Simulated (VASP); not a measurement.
# SnSe in VASP: a series of runs

The runs below take SnSe through single point, with LDA.

Everything below comes from runs of VASP 6.6.1. Logs are shortened: lines on timing, memory, paths and dates and some standing lists are left out, and cuts for length are marked.

## Step 1: The cell of the first run

It takes space group Fm-3m (No. 225, cubic). Conventional cell: a = 5.719 Å, b = 5.719 Å, c = 5.719 Å, α = 90.00°, β = 90.00°, γ = 90.00°. Sn (site symmetry m-3m) has 6 Se at 2.86 Å within 3.8 Å. Se (site symmetry m-3m) has 6 Sn at 2.86 Å within 3.8 Å.

## Step 2: Single point, LDA (strain -0.050 along x and y, -0.050 along z)

INCAR reads:

```
ALGO = Normal
EDIFF = 1E-7
ENCUT = 520
ISIF = 2
ISMEAR = 0
LASPH = T
LCHARG = F
LREAL = F
LWAVE = F
NBANDS = 17
NELM = 60
PREC = Accurate
SIGMA = 0.05
```

KPOINTS reads:

```
k-points
0
Gamma
  8 8 8
```

POSCAR reads:

```
SnSe
1.0
    0.0000000000      2.8595000000      2.8595000000
    2.8595000000      0.0000000000      2.8595000000
    2.8595000000      2.8595000000      0.0000000000
Sn Se
1 1
Direct
    0.0000000000      0.0000000000      0.0000000000
    0.5000000000      0.5000000000      0.5000000000
```

Potentials or basis: VASP PAW LDA potentials, release 64 (Sn_d, Se).

On the command line:

```console
$ cat potpaw_LDA.64/Sn_d/POTCAR potpaw_LDA.64/Se/POTCAR > POTCAR
$ mpirun -np 1 vasp_std > vasp.out
```

OUTCAR:

```text
EDIFF = 1E-7
   ENCUT = 520
   ISIF = 2
   ISMEAR = 0
   LASPH = T
   LREAL = F
   NELM = 60
   PREC = Accurate

 ion  position               nearest neighbor table
   1  0.000  0.000  0.000-   2 2.86   2 2.86   2 2.86   2 2.86   2 2.86   2 2.86
   2  0.500  0.500  0.500-   1 2.86   1 2.86   1 2.86   1 2.86   1 2.86   1 2.86

  LATTYP: Found a face centered cubic cell.
 ALAT       =     5.7190000000

  Lattice vectors:

 A1 = (   0.0000000000,   2.8595000000,   2.8595000000)
 A2 = (   2.8595000000,   0.0000000000,   2.8595000000)
 A3 = (   2.8595000000,   2.8595000000,   0.0000000000)

Analysis of symmetry for initial positions (statically):
=====================================================================
 Subroutine PRICEL returns:
 Original cell was already a primitive cell.

 Routine SETGRP: Setting up the symmetry group for a
 face centered cubic supercell.

 Subroutine GETGRP returns: Found 48 space group operations
[... 9 lines left out ...]

 Routine SETGRP: Setting up the symmetry group for a
 face centered cubic supercell.

 Subroutine GETGRP returns: Found 48 space group operations
 (whereof 48 operations were pure point group operations)
 out of a pool of 48 trial point group operations.

The dynamic configuration has the point symmetry O_h .

 Subroutine INISYM returns: Found 48 space group operations
 (whereof 48 operations are pure point group operations),
 and found     1 'primitive' translations

----------------------------------------------------------------------------------------

                                     Primitive cell

  volume of cell :      46.7628

  direct lattice vectors                    reciprocal lattice vectors
     0.000000000  2.859500000  2.859500000    -0.174855744  0.174855744  0.174855744
     2.859500000  0.000000000  2.859500000     0.174855744 -0.174855744  0.174855744
     2.859500000  2.859500000  0.000000000     0.174855744  0.174855744 -0.174855744

  length of vectors
     4.043943682  4.043943682  4.043943682     0.302859033  0.302859033  0.302859033

  position of ions in fractional coordinates (direct lattice)
     0.000000000  0.000000000  0.000000000
     0.500000000  0.500000000  0.500000000

  ion indices of the primitive-cell ions
   primitive index   ion index
                 1           1
                 2           2

----------------------------------------------------------------------------------------

 KPOINTS: k-points

Automatic generation of k-mesh.
 Grid dimensions read from file:
 generate k-points for:    8    8    8

 Generating k-lattice:

  Cartesian coordinates                     Fractional coordinates (reciprocal lattice)
    -0.021856968  0.021856968  0.021856968     0.125000000  0.000000000  0.000000000
     0.021856968 -0.021856968  0.021856968     0.000000000  0.125000000  0.000000000
     0.021856968  0.021856968 -0.021856968     0.000000000  0.000000000  0.125000000

  Length of vectors
     0.037857379  0.037857379  0.037857379

  Shift w.r.t. Gamma in fractional coordinates (k-lattice)
     0.000000000  0.000000000  0.000000000

 Subroutine IBZKPT returns following result:
 ===========================================

 Found     29 irreducible k-points:

 Following reciprocal coordinates:
            Coordinates               Weight
  0.000000  0.000000  0.000000      1.000000
  0.125000  0.000000  0.000000      8.000000
  0.250000  0.000000  0.000000      8.000000
  0.375000  0.000000  0.000000      8.000000
  0.500000  0.000000  0.000000      4.000000
  0.125000  0.125000  0.000000      6.000000
[... 16 lines left out ...]
  0.500000  0.250000  0.125000     48.000000
 -0.375000  0.250000  0.125000     24.000000
 [... further k-points ...]
   k-points           NKPTS =     29   k-points in BZ     NKDIM =     29   number of bands    NBANDS=     17
   number of dos      NEDOS =    301   number of ions     NIONS =      2
   total plane-waves  NPLWV =  27000
   dimension x,y,z NGX =    30 NGY =   30 NGZ =   30
   dimension x,y,z NGXF=    60 NGYF=   60 NGZF=   60
   ions per type =               1   1
   NGX,Y,Z   is equivalent  to a cutoff of  12.33, 12.33, 12.33 a.u.
   NGXF,Y,Z  is equivalent  to a cutoff of  24.67, 24.67, 24.67 a.u.
 SYSTEM =  unknown system
   PREC   = accura    normal or accurate (medium, high low for compatibility)
   ISTART =      0    job   : 0-new  1-cont  2-samecut
   ICHARG =      2    charge: 1-file 2-atom 10-const
   ISPIN  =      1    spin polarized calculation?
   LNONCOLLINEAR =      F non collinear calculations
   LSORBIT =      F    spin-orbit coupling
   LASPH  =      T    aspherical Exc in radial PAW
   ENCUT  =  520.0 eV  38.22 Ry    6.18 a.u.   7.52  7.52  7.52*2*pi/ulx,y,z
   NELM   =     60;   NELMIN=  2; NELMDL= -5     # of ELM steps
   EDIFF  = 0.1E-06   stopping-criterion for ELM
   LREAL  =      F    real-space projection
   EDIFFG = 0.1E-05   stopping-criterion for IOM
   NSW    =      0    number of steps for IOM
   IBRION =     -1    ionic relax: 0-MD 1-quasi-New 2-CG
   NFREE  =      0    steps in history (QN), initial steepest desc. (CG)
   ISIF   =      2    stress and relaxation
   ISYM   =      2    0-nonsym 1-usesym 2-fastsym
   POTIM  = 0.5000    time-step for ionic-motion
   TEBEG  =    0.0;   TEEND  =   0.0 temperature during run
   PSTRESS=    0.0 pullay stress
   NELECT =      20.0000    total number of electrons
   NUPDOWN=      -1.0000    fix difference up-down
   EMIN   =  10.00;   EMAX   =-10.00  energy-range for DOS
   EFERMI =   0.00;   METHOD = LEGACY
   ISMEAR =     0;   SIGMA  =   0.05  broadening in eV -4-tet -1-fermi 0-gaus
   EFERMI_NEDOS =   21; number of points for ismear=-14 and -15
   IALGO  =     38    algorithm
   IMIX   =      4    mixing-type and parameters
     AMIX     =   0.40;   BMIX     =  1.00
     AMIX_MAG =   1.60;   BMIX_MAG =  1.00
  volume/ion in A,a.u.               =      23.38       157.79
  Fermi-wavevector in a.u.,A,eV,Ry     =   1.233440  2.330864 20.699556  1.521374
  Thomas-Fermi vector in A             =   2.368170
   LORBIT       =      0    0 simple, 1 ext, 2 COOP (PROOUT), +10 PAW based schemes
   GGA     = CA    functional components
   LHFCALC =     F    Hartree Fock is set to
   AEXX    =    0.0000 exact exchange contribution
   IVDW    =     0    specifies the selected vdW correction
   LEPSILON=     F    determine dielectric tensor
   LRPA    =     F    only Hartree local field effects (RPA)
 non-spin polarized calculation
 Gauss-broadening in eV      SIGMA  =   0.05
  energy-cutoff  :      520.00
  volume of cell :       46.76
 maximum number of plane-waves:      1283
   NGX = 15   NGY = 15   NGZ = 15

 number of electron      19.9999989 magnetization

 Free energy of the ion-electron system (eV)
  ---------------------------------------------------
  ext. energy  EPLUGINS =         0.00000000
  ---------------------------------------------------
  free energy    TOTEN  =        -9.42134478 eV

  energy without entropy =       -9.42134478  energy(sigma->0) =       -9.42134478

 E-fermi :   7.6984     XC(G=0): -10.5808

 val. band max:        7.3897727630   @ k =  -0.2500   0.1250   0.0000
 cond. band min:       8.0178903602   @ k =  -0.3750   0.1250   0.0000
 fundamental gap:      0.6281175972
 Fermi energy:         7.6983568516

 k-point     1 :       0.0000    0.0000    0.0000
  band No.  band energies     occupation
      1     -14.2426      2.00000
      2     -14.2426      2.00000
      3     -14.2322      2.00000
      4     -14.2322      2.00000
      5     -14.2322      2.00000
      6      -7.7318      2.00000
[... 9 lines left out ...]
     16      12.9676      0.00000
     17      15.1668      0.00000

 k-point     2 :       0.1250    0.0000    0.0000
  band No.  band energies     occupation
      1     -14.2445      2.00000
      2     -14.2445      2.00000
      3     -14.2318      2.00000
      4     -14.2293      2.00000
      5     -14.2293      2.00000
      6      -7.5876      2.00000
[... 9 lines left out ...]
     16      13.4068      0.00000
     17      16.5758      0.00000

 k-point     3 :       0.2500    0.0000    0.0000
  band No.  band energies     occupation
      1     -14.2501      2.00000
      2     -14.2501      2.00000
      3     -14.2306      2.00000
      4     -14.2210      2.00000
      5     -14.2210      2.00000
      6      -7.1898      2.00000
[... 9 lines left out ...]
     16      14.4720      0.00000
     17      19.3014      0.00000

 k-point     4 :       0.3750    0.0000    0.0000
  band No.  band energies     occupation
      1     -14.2561      2.00000
      2     -14.2561      2.00000
      3     -14.2295      2.00000
      4     -14.2122      2.00000
      5     -14.2122      2.00000
      6      -6.6823      2.00000
[... 9 lines left out ...]
     16      16.0983      0.00000
     17      19.6249      0.00000

 k-point     5 :       0.5000    0.0000    0.0000
  band No.  band energies     occupation
      1     -14.2586      2.00000
      2     -14.2586      2.00000
      3     -14.2291      2.00000
      4     -14.2086      2.00000
      5     -14.2086      2.00000
      6      -6.4162      2.00000
[... 9 lines left out ...]
     16      17.7041      0.00000
     17      18.0421      0.00000

 k-point     6 :       0.1250    0.1250    0.0000
  band No.  band energies     occupation
      1     -14.2493      2.00000
      2     -14.2405      2.00000
      3     -14.2343      2.00000
      4     -14.2275      2.00000
      5     -14.2275      2.00000
      6      -7.5385      2.00000
[... 9 lines left out ...]
     16      14.2780      0.00000
     17      15.9100      0.00000

 k-point     7 :       0.2500    0.1250    0.0000
  band No.  band energies     occupation
      1     -14.2568      2.00000
      2     -14.2421      2.00000
      3     -14.2342      2.00000
      4     -14.2220      2.00000
      5     -14.2198      2.00000
      6      -7.2216      2.00000
[... 9 lines left out ...]
     16      15.2786      0.00000
     17      17.4511      0.00000

 k-point     8 :       0.3750    0.1250    0.0000
  band No.  band energies     occupation
      1     -14.2632      2.00000
      2     -14.2480      2.00000
      3     -14.2309      2.00000
      4     -14.2163      2.00000
      5     -14.2110      2.00000
      6      -6.7382      2.00000
[... 9 lines left out ...]
     16      16.7843      0.00000
     17      19.4984      0.00000
[... 203 lines left out ...]
      1     -14.3014      2.00000
      2     -14.2421      2.00000
      3     -14.2318      2.00000
      4     -14.2017      2.00000
      5     -14.2002      2.00000
      6      -6.0358      2.00000
[... 9 lines left out ...]
     16      19.1562      0.00000
     17      19.2174      0.00000

 k-point    20 :      -0.3750    0.3750    0.0000
  band No.  band energies     occupation
      1     -14.2921      2.00000
      2     -14.2388      2.00000
      3     -14.2335      2.00000
      4     -14.2073      2.00000
      5     -14.2026      2.00000
      6      -5.9701      2.00000
[... 9 lines left out ...]
     16      17.8372      0.00000
     17      20.4939      0.00000

 k-point    21 :       0.5000    0.5000    0.0000
  band No.  band energies     occupation
      1     -14.3096      2.00000
      2     -14.2460      2.00000
      3     -14.2280      2.00000
      4     -14.1979      2.00000
      5     -14.1979      2.00000
      6      -5.9544      2.00000
[... 9 lines left out ...]
     16      20.3864      0.00000
     17      20.3918      0.00000

 k-point    22 :       0.3750    0.2500    0.1250
  band No.  band energies     occupation
      1     -14.2656      2.00000
      2     -14.2430      2.00000
      3     -14.2340      2.00000
      4     -14.2159      2.00000
      5     -14.2140      2.00000
      6      -6.8553      2.00000
[... 9 lines left out ...]
     16      17.1037      0.00000
     17      17.4004      0.00000

 k-point    23 :       0.5000    0.2500    0.1250
  band No.  band energies     occupation
      1     -14.2715      2.00000
      2     -14.2474      2.00000
      3     -14.2290      2.00000
      4     -14.2138      2.00000
      5     -14.2085      2.00000
      6      -6.4064      2.00000
[... 9 lines left out ...]
     16      17.3894      0.00000
     17      19.0327      0.00000

 k-point    24 :      -0.3750    0.2500    0.1250
  band No.  band energies     occupation
      1     -14.2734      2.00000
      2     -14.2497      2.00000
      3     -14.2241      2.00000
      4     -14.2163      2.00000
      5     -14.2056      2.00000
      6      -6.1823      2.00000
[... 9 lines left out ...]
     16      18.5360      0.00000
     17      18.5383      0.00000

 [... further k-points ...]
[... 5 lines left out ...]
  --------------------------------------------------------------------------------------
  -------------------------------------------------------------------------------------
  Total        1.9720943      1.9720943      1.9720943      0.0000000      0.0000000      0.0000000
  in kB       67.5675185     67.5675185     67.5675185      0.0000000      0.0000000      0.0000000
  external PRESSURE =      67.5675185 kB  Pullay stress =       0.0000000 kB

 VOLUME and BASIS-vectors are now :
 -----------------------------------------------------------------------------
  energy-cutoff  :      520.00
  volume of cell :       46.76
      direct lattice vectors                 reciprocal lattice vectors
     0.000000000  2.859500000  2.859500000    -0.174855744  0.174855744  0.174855744
     2.859500000  0.000000000  2.859500000     0.174855744 -0.174855744  0.174855744
     2.859500000  2.859500000  0.000000000     0.174855744  0.174855744 -0.174855744

 POSITION                                       TOTAL-FORCE (eV/Angst)
 -----------------------------------------------------------------------------------
      0.00000      0.00000      0.00000         0.000000     -0.000000     -0.000000
      2.85950      2.85950      2.85950        -0.000000      0.000000      0.000000
 -----------------------------------------------------------------------------------
    total drift:                               -0.000000      0.000000      0.000000

  FREE ENERGIE OF THE ION-ELECTRON SYSTEM (eV)
  ---------------------------------------------------
  free  energy   TOTEN  =        -9.4213447824 eV

  energy  without entropy=       -9.4213447824  energy(sigma->0) =       -9.42134478
```

Run time: 19 s. Hardware: 1 thread of Intel Xeon Platinum 8559C (Emerald Rapids), shared host; peak memory 0.16 GiB.

Results:

```
Free energy            : -9.4213 eV
Pressure               : 6.8 GPa
Band gap on the k mesh : 0.63 eV, indirect (least direct gap 0.77 eV)
```

Caveat: the cell differs from its parent crystal (strain -0.050 along x and y, -0.050 along z); spin-orbit coupling is left out, which moves the levels of the heavy elements. A k mesh can miss the band edges.

[end of part 1 of 2]
